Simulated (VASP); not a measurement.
# Lu: single point with RPBE

The system is Lu.

```
Lu
1.0
     5.37601    0.00000    0.00000
    -2.68801    4.65577    0.00000
     0.00000    0.00000    3.36360
Lu
3
Direct
  0.00000 0.00000 0.00000
  0.33333 0.66667 0.50000
  0.66667 0.33333 0.50000
```

This isn't the form of Lu at room conditions, which is hcp.

| Item | Value |
| --- | --- |
| Program | VASP 6.6.1 |
| Task | single point |
| Functional | RPBE |
| Potentials or basis | VASP PAW PBE potentials, release 64 (Lu) |
| Cutoff | 520 eV |
| k mesh | 8 × 8 × 10 |
| Occupations | fermi-dirac, width 0.1 eV |
| Spin | no spin polarisation |
| Dipole correction | no |
| Further INCAR settings | ALGO = Normal; EDIFF = 1e-06; NBANDS = 44 |

```yaml
Pressure: 4.1 GPa
Band_gap_on_the_k_mesh: zero (an odd number of electrons rules out a gap without spin polarisation)
```

Levels at points of the mesh, in eV from the Fermi level:
```tsv
k point	band 36	band 37	band 38	band 39	band 40	band 41
(0.00, 0.00, 0.00)	0.00	0.00	0.06	0.06	0.26	2.21
(0.50, 0.00, 0.00)	-2.34	0.59	0.81	0.86	0.88	1.28
(0.00, 0.00, 0.50)	-1.14	-1.14	-0.67	-0.67	2.08	2.08
(0.50, 0.00, 0.50)	-0.85	-0.24	-0.16	0.00	0.61	1.74
```

It took 97 s on 1 thread of Intel(R) Xeon(R) 6975P-C (Granite Rapids), with other jobs on the host, peak memory 0.31 GiB.

Caveat: the cell stands under pressure; the PAW data sets were made with another functional, which shifts forces and pressure a little; spin-orbit coupling is left out, which moves the levels of the heavy elements.
